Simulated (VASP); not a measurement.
Crystal: Sn.

```
Sn
1.0
    -2.94828    2.95040    1.58882
     2.95040   -2.94828    1.58882
     2.94605    2.94605   -1.58493
Sn
2
Direct
  0.00003 0.99997 0.00000
  0.74997 0.25003 0.50000
```

Base run:

| Property | Result |
| --- | --- |
| Program | VASP 6.6.1 |
| Functional | r2SCAN |
| Potentials or basis | VASP PAW PBE potentials, release 64 (Sn_d) |
| Cutoff | 520 eV |
| k mesh | 11 × 11 × 8 |
| Occupations | fermi-dirac, width 1 eV |
| Spin | no spin polarisation |

Its results: band gap on the k mesh zero (band 14 reaches 9.18 eV, above the bottom of band 15 at 5.33 eV); pressure 4.8 GPa.

The run is repeated on the same cell with these changes: occupations from fermi-dirac, width 1 eV to fermi-dirac, width 0.1 eV. What comes out?

Band gap on the k mesh zero (band 14 reaches 9.18 eV, above the bottom of band 15 at 5.32 eV); pressure 0.0 GPa.

Caveats: the PAW data sets were made with another functional, which shifts forces and pressure a little; spin-orbit coupling is left out, which moves the levels of the heavy elements.
